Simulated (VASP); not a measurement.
Set up this calculation in VASP 6.6.1, as the native input.

- Task: single point
- Functional: PBE
- Potentials or basis: VASP PAW PBE potentials, release 64 (P)
- Cutoff: 520 eV
- k mesh: 6 × 6 × 8
- Occupations: gaussian, width 0.1 eV
- Spin: no spin polarisation
- Dipole correction: no
- Further INCAR settings: ALGO = Normal; EDIFF = 1e-07; NBANDS = 8

The structure of P lies in POSCAR:

```
P
1.0
    2.4355693017      0.0000000000      0.0000000000
    0.0000000000      2.4355693017      0.0000000000
    0.0000000000      0.0000000000      2.4649321575
P
1
Direct
    0.0000000000      0.0000000000      0.5000000000
```

The input as run:

INCAR

```
  ALGO = Normal
  EDIFF = 1E-7
  ENCUT = 520
  GGA = PE
  ISIF = 2
  ISMEAR = 0
  LASPH = T
  LCHARG = T
  LELF = T
  LREAL = F
  LVHAR = T
  LWAVE = F
  NBANDS = 8
  NELM = 60
  PREC = Accurate
  SIGMA = 0.1
```

KPOINTS

```
k-points
0
Gamma
  6 6 8
```

Potentials or basis: VASP PAW PBE potentials, release 64 (P).

Command:

```bash
$ cat potpaw_PBE.64/P/POTCAR > POTCAR
$ mpirun -np 1 vasp_std > vasp.out
```

Results of the run:

```
Pressure : -0.3 GPa
```

Caveat: the k points lie up to 0.43 Å⁻¹ apart.

Wall time 3.1 s on 1 thread of Intel(R) Xeon(R) Platinum 8375C CPU @ 2.90GHz (Ice Lake), with other jobs on the host, peak memory 0.11 GiB.
